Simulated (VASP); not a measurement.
# Pt in VASP: single point with PBE+D3(BJ)

Aim: the single point of Pt with PBE+D3(BJ).

Program: VASP 6.6.1. These are calculated values, not measurements. Logs are shortened: lines on timing, memory, paths and dates and some standing lists are left out, and cuts for length are marked.

## 1. The cell of the first run

The cell holds a slab with vacuum, 4 atoms: a = 2.775 Å, b = 2.775 Å, c = 28.797 Å, α = 90.00°, β = 90.00°, γ = 60.00°.

## 2. Single point, PBE+D3(BJ)

File INCAR:

```
SYSTEM = Pt
ALGO = Normal
DIPOL = 0.5 0.5 0.326
EDIFF = 1E-6
ENCUT = 520
GGA = PE
IDIPOL = 3
ISIF = 2
ISMEAR = 0
IVDW = 12
LASPH = .True.
LCHARG = .True.
LDIPOL = .True.
LELF = .True.
LREAL = .False.
LVACPOTAV = .True.
LVHAR = .True.
LWAVE = .False.
NBANDS = 28
NELM = 60
PREC = Accurate
SIGMA = 0.1
```

File KPOINTS:

```
k-points
0
Gamma
  15 15 1
  0 0 0
```

File POSCAR:

```
Pt
1.0
    2.7746870094      0.0000000000      0.0000000000
    1.3873435047      2.4029494377      0.0000000000
    0.0000000000      0.0000000000     28.7965673689
Pt
4
Direct
    0.0000000000      0.0000000000      0.2083581672
    0.3333333333      0.3333333333      0.2870315184
    0.6666666667      0.6666666667      0.3657048695
    0.0000000000      0.0000000000      0.4443782207
```

Potentials or basis: VASP PAW PBE potentials, release 64 (Pt).

Run with:

```console
> cat potpaw_PBE.64/Pt/POTCAR > POTCAR
> mpirun -np 1 vasp_std > vasp.out
```

OUTCAR:

```text
SYSTEM = Pt
   EDIFF = 1E-6
   ENCUT = 520
   GGA = PE
   ISIF = 2
   ISMEAR = 0
   IVDW = 12
   LASPH = .True.
   LREAL = .False.
   NELM = 60
   PREC = Accurate
 IVDW          = 12

 ion  position               nearest neighbor table
   1  0.000  0.000  0.208-   2 2.77   2 2.77   2 2.77
   2  0.333  0.333  0.287-   3 2.77   3 2.77   3 2.77   1 2.77   1 2.77   1 2.77
   3  0.667  0.667  0.366-   2 2.77   2 2.77   2 2.77   4 2.77   4 2.77   4 2.77
   4  0.000  0.000  0.444-   3 2.77   3 2.77   3 2.77

  LATTYP: Found a hexagonal cell.
 ALAT       =     2.7746870094
 C/A-ratio  =    10.3783119578

  Lattice vectors:

 A1 = (  -1.3873435047,  -2.4029494377,   0.0000000000)
 A2 = (   2.7746870094,   0.0000000000,   0.0000000000)
 A3 = (   0.0000000000,   0.0000000000,  28.7965673689)

Analysis of symmetry for initial positions (statically):
=====================================================================
 Subroutine PRICEL returns:
 Original cell was already a primitive cell.

 Routine SETGRP: Setting up the symmetry group for a
 hexagonal supercell.

 Subroutine GETGRP returns: Found 12 space group operations
 (whereof  6 operations were pure point group operations)
 out of a pool of 24 trial point group operations.

The static configuration has the point symmetry C_3v.
 The point group associated with its full space group is D_3d.

Analysis of symmetry for dynamics (positions and initial velocities):
=====================================================================
 Subroutine PRICEL returns:
 Original cell was already a primitive cell.

 Routine SETGRP: Setting up the symmetry group for a
 hexagonal supercell.

 Subroutine GETGRP returns: Found 12 space group operations
 (whereof  6 operations were pure point group operations)
 out of a pool of 24 trial point group operations.

The dynamic configuration has the point symmetry C_3v.
 The point group associated with its full space group is D_3d.

 Subroutine INISYM returns: Found 12 space group operations
 (whereof  6 operations are pure point group operations),
 and found     1 'primitive' translations

----------------------------------------------------------------------------------------

                                     Primitive cell

  volume of cell :     191.9992

  direct lattice vectors                    reciprocal lattice vectors
     2.774687009  0.000000000  0.000000000     0.360401010 -0.208077620  0.000000000
     1.387343505  2.402949438  0.000000000     0.000000000  0.416155240  0.000000000
     0.000000000  0.000000000 28.796567369     0.000000000  0.000000000  0.034726361

  length of vectors
     2.774687009  2.774687009 28.796567369     0.416155240  0.416155240  0.034726361

  position of ions in fractional coordinates (direct lattice)
     0.000000000  0.000000000  0.208358167
     0.333333333  0.333333333  0.287031518
     0.666666667  0.666666667  0.365704870
     0.000000000  0.000000000  0.444378221

  ion indices of the primitive-cell ions
   primitive index   ion index
                 1           1
                 2           2
                 3           3
                 4           4

----------------------------------------------------------------------------------------

 KPOINTS: k-points

Automatic generation of k-mesh.
 Grid dimensions read from file:
 generate k-points for:   15   15    1

 Generating k-lattice:

  Cartesian coordinates                     Fractional coordinates (reciprocal lattice)
     0.024026734 -0.013871841  0.000000000     0.066666667  0.000000000  0.000000000
     0.000000000  0.027743683  0.000000000     0.000000000  0.066666667  0.000000000
     0.000000000  0.000000000  0.034726361     0.000000000  0.000000000  1.000000000

  Length of vectors
     0.027743683  0.027743683  0.034726361

  Shift w.r.t. Gamma in fractional coordinates (k-lattice)
     0.000000000  0.000000000  0.000000000

 Subroutine IBZKPT returns following result:
 ===========================================

 Found     27 irreducible k-points:

 Following reciprocal coordinates:
            Coordinates               Weight
  0.000000  0.000000  0.000000      1.000000
  0.066667  0.000000  0.000000      6.000000
  0.133333  0.000000  0.000000      6.000000
  0.200000  0.000000  0.000000      6.000000
  0.266667  0.000000  0.000000      6.000000
  0.333333  0.000000  0.000000      6.000000
[... 16 lines left out ...]
 -0.466667  0.200000  0.000000     12.000000
 -0.400000  0.200000  0.000000      6.000000
 [... further k-points ...]
   k-points           NKPTS =     27   k-points in BZ     NKDIM =     27   number of bands    NBANDS=     28
   number of dos      NEDOS =    301   number of ions     NIONS =      4
   total plane-waves  NPLWV = 124416
   dimension x,y,z NGX =    24 NGY =   24 NGZ =  216
   dimension x,y,z NGXF=    48 NGYF=   48 NGZF=  432
   ions per type =               4
   NGX,Y,Z   is equivalent  to a cutoff of  14.38, 14.38, 12.47 a.u.
   NGXF,Y,Z  is equivalent  to a cutoff of  28.76, 28.76, 24.94 a.u.
 SYSTEM =  Pt
   PREC   = accura    normal or accurate (medium, high low for compatibility)
   ISTART =      0    job   : 0-new  1-cont  2-samecut
   ICHARG =      2    charge: 1-file 2-atom 10-const
   ISPIN  =      1    spin polarized calculation?
   LNONCOLLINEAR =      F non collinear calculations
   LSORBIT =      F    spin-orbit coupling
   LASPH  =      T    aspherical Exc in radial PAW
   ENCUT  =  520.0 eV  38.22 Ry    6.18 a.u.   5.16  5.16 53.54*2*pi/ulx,y,z
   NELM   =     60;   NELMIN=  2; NELMDL= -5     # of ELM steps
   EDIFF  = 0.1E-05   stopping-criterion for ELM
   LREAL  =      F    real-space projection
   EDIFFG = 0.1E-04   stopping-criterion for IOM
   NSW    =      0    number of steps for IOM
   IBRION =     -1    ionic relax: 0-MD 1-quasi-New 2-CG
   NFREE  =      0    steps in history (QN), initial steepest desc. (CG)
   ISIF   =      2    stress and relaxation
   ISYM   =      2    0-nonsym 1-usesym 2-fastsym
   POTIM  = 0.5000    time-step for ionic-motion
   TEBEG  =    0.0;   TEEND  =   0.0 temperature during run
   PSTRESS=    0.0 pullay stress
   NELECT =      40.0000    total number of electrons
   NUPDOWN=      -1.0000    fix difference up-down
   EMIN   =  10.00;   EMAX   =-10.00  energy-range for DOS
   EFERMI =   0.00;   METHOD = LEGACY
   ISMEAR =     0;   SIGMA  =   0.10  broadening in eV -4-tet -1-fermi 0-gaus
   EFERMI_NEDOS =   21; number of points for ismear=-14 and -15
   IALGO  =     38    algorithm
   IMIX   =      4    mixing-type and parameters
     AMIX     =   0.40;   BMIX     =  1.00
     AMIX_MAG =   1.60;   BMIX_MAG =  1.00
  volume/ion in A,a.u.               =      48.00       323.92
  Fermi-wavevector in a.u.,A,eV,Ry     =   0.970499  1.833977 12.814893  0.941868
  Thomas-Fermi vector in A             =   2.100639
   LORBIT       =      0    0 simple, 1 ext, 2 COOP (PROOUT), +10 PAW based schemes
   GGA     = PE    functional components
   LHFCALC =     F    Hartree Fock is set to
   AEXX    =    0.0000 exact exchange contribution
   IVDW    =    12    specifies the selected vdW correction
   LEPSILON=     F    determine dielectric tensor
   LRPA    =     F    only Hartree local field effects (RPA)
 non-spin polarized calculation
 Gauss-broadening in eV      SIGMA  =   0.10
  energy-cutoff  :      520.00
  volume of cell :      192.00
 maximum number of plane-waves:      5201
 NGX is ok and might be reduce to    24
   NGX = 11   NGY = 11   NGZ =107

 dipolmoment           0.000000      0.000000     -0.000004 electrons x Angstroem

 number of electron      40.0000007 magnetization

 dipolmoment           0.000000      0.000000      0.000002 electrons x Angstroem

 Free energy of the ion-electron system (eV)
  ---------------------------------------------------
  ext. energy  EPLUGINS =         0.00000000
  ---------------------------------------------------
  free energy    TOTEN  =       -23.22353075 eV

  energy without entropy =      -23.17976393  energy(sigma->0) =      -23.20164734

 E-fermi :  -0.3943     XC(G=0):  -4.8922

 val. band max:       -0.3973034531   @ k =   0.0667   0.0000   0.0000
 cond. band min:      -0.3921818171   @ k =  -0.4667   0.2667   0.0000
 fundamental gap:      0.0051216360
 Fermi energy:        -0.3942989915

 k-point     1 :       0.0000    0.0000    0.0000
  band No.  band energies     occupation
      1     -10.0136      2.00000
      2      -8.6831      2.00000
      3      -7.5330      2.00000
      4      -7.4777      2.00000
      5      -4.2227      2.00000
      6      -4.0668      2.00000
[... 20 lines left out ...]
     27       5.0870      0.00000
     28       5.6255      0.00000

 k-point     2 :       0.0667    0.0000    0.0000
  band No.  band energies     occupation
      1      -9.8572      2.00000
      2      -8.5290      2.00000
      3      -7.3745      2.00000
      4      -7.3305      2.00000
      5      -4.3033      2.00000
      6      -4.2660      2.00000
[... 20 lines left out ...]
     27       5.2075      0.00000
     28       5.7448      0.00000

 k-point     3 :       0.1333    0.0000    0.0000
  band No.  band energies     occupation
      1      -9.4079      2.00000
      2      -8.0976      2.00000
      3      -6.9504      2.00000
      4      -6.9121      2.00000
      5      -4.6736      2.00000
      6      -4.4847      2.00000
[... 20 lines left out ...]
     27       5.5690      0.00000
     28       6.1030      0.00000

 k-point     4 :       0.2000    0.0000    0.0000
  band No.  band energies     occupation
      1      -8.7360      2.00000
      2      -7.5088      2.00000
      3      -6.4907      2.00000
      4      -6.3106      2.00000
      5      -5.1416      2.00000
      6      -4.7264      2.00000
[... 20 lines left out ...]
     27       6.1704      0.00000
     28       6.6976      0.00000

 k-point     5 :       0.2667    0.0000    0.0000
  band No.  band energies     occupation
      1      -7.9982      2.00000
      2      -7.0288      2.00000
      3      -6.3202      2.00000
      4      -5.9280      2.00000
      5      -5.6163      2.00000
      6      -4.9032      2.00000
[... 20 lines left out ...]
     27       7.0023      0.00000
     28       7.5036      0.00000

 k-point     6 :       0.3333    0.0000    0.0000
  band No.  band energies     occupation
      1      -7.4577      2.00000
      2      -6.8902      2.00000
      3      -6.3780      2.00000
      4      -6.1342      2.00000
      5      -5.9003      2.00000
      6      -5.1487      2.00000
[... 463 lines left out ...]
      5      -5.4348      2.00000
      6      -5.0056      2.00000
[... 20 lines left out ...]
     27       8.3126      0.00000
     28       8.7827      0.00000

 k-point    22 :       0.4667    0.2000    0.0000
  band No.  band energies     occupation
      1      -6.5123      2.00000
      2      -6.3028      2.00000
      3      -5.9097      2.00000
      4      -5.6636      2.00000
      5      -5.2443      2.00000
      6      -5.0244      2.00000
[... 20 lines left out ...]
     27       8.0998      0.00000
     28       8.7581      0.00000

 k-point    23 :      -0.4667    0.2000    0.0000
  band No.  band energies     occupation
      1      -6.4164      2.00000
      2      -6.3724      2.00000
      3      -5.9244      2.00000
      4      -5.6435      2.00000
      5      -5.3258      2.00000
      6      -5.0847      2.00000
[... 20 lines left out ...]
     27       7.3998      0.00000
     28       8.2115      0.00000

 k-point    24 :      -0.4000    0.2000    0.0000
  band No.  band energies     occupation
      1      -6.4198      2.00000
      2      -6.3965      2.00000
      3      -5.9652      2.00000
      4      -5.5580      2.00000
      5      -5.4105      2.00000
      6      -5.1111      2.00000
[... 20 lines left out ...]
     27       7.1066      0.00000
     28       7.5626      0.00000

 [... further k-points ...]

------------------------ aborting loop because EDIFF is reached ----------------------------------------

 Edisp (eV)   -2.30993

 E8    (eV) :    -1.0974

  FORCE on cell =-STRESS in cart. coord.  units (eV):
  Direction    XX          YY          ZZ          XY          YZ          ZX
  --------------------------------------------------------------------------------------
  -------------------------------------------------------------------------------------
  Total      -3.86840    -3.86840     1.04769     0.00000    -0.00000     0.00000
  in kB     -32.28068   -32.28068     8.74269     0.00000    -0.00000     0.00000
  external pressure =      -18.61 kB  Pullay stress =        0.00 kB

 VOLUME and BASIS-vectors are now :
 -----------------------------------------------------------------------------
  energy-cutoff  :      520.00
  volume of cell :      192.00
      direct lattice vectors                 reciprocal lattice vectors
     2.774687009  0.000000000  0.000000000     0.360401010 -0.208077620  0.000000000
     1.387343505  2.402949438  0.000000000     0.000000000  0.416155240  0.000000000
     0.000000000  0.000000000 28.796567369     0.000000000  0.000000000  0.034726361

 POSITION                                       TOTAL-FORCE (eV/Angst)
 -----------------------------------------------------------------------------------
      0.00000      0.00000      6.00000        -0.000000      0.000000     -0.265173
      1.38734      0.80098      8.26552         0.000000     -0.000000      0.306107
      2.77469      1.60197     10.53104         0.000000      0.000000     -0.306107
      0.00000      0.00000     12.79657         0.000000     -0.000000      0.265173
 -----------------------------------------------------------------------------------
    total drift:                                0.000000      0.000000      0.000059

  FREE ENERGIE OF THE ION-ELECTRON SYSTEM (eV)
  ---------------------------------------------------
  free  energy   TOTEN  =       -25.5334656982 eV

  energy  without entropy=      -25.4896988856  energy(sigma->0) =      -25.51158229

 vacuum level on the upper side and lower side of the slab         5.289         5.289
```

It took 5.3 min on 1 thread of Intel Xeon 6975P-C, shared host; peak memory 0.4 GiB.

What came out:

```
Free energy                : -25.5335 eV
Largest force              : 0.306 eV/Å
Band gap on the k mesh     : zero (band 20 reaches 0.13 eV, above the bottom of band 21 at -1.28 eV)
Dispersion energy per atom : -0.577 eV
```

Forces on the atoms (eV/Å):
```
Pt   0.000  0.000 -0.265
Pt   0.000  0.000  0.306
Pt   0.000  0.000 -0.306
Pt   0.000  0.000  0.265
```

Levels at points of the mesh, in eV from the Fermi level:
| k point | band 17 | band 18 | band 19 | band 20 | band 21 | band 22 |
| --- | --- | --- | --- | --- | --- | --- |
| (0.00, 0.00, 0.00) | -1.58 | -1.25 | -1.25 | -0.50 | -0.50 | -0.41 |

Caveat: spin-orbit coupling is left out, which moves the levels of the heavy elements.
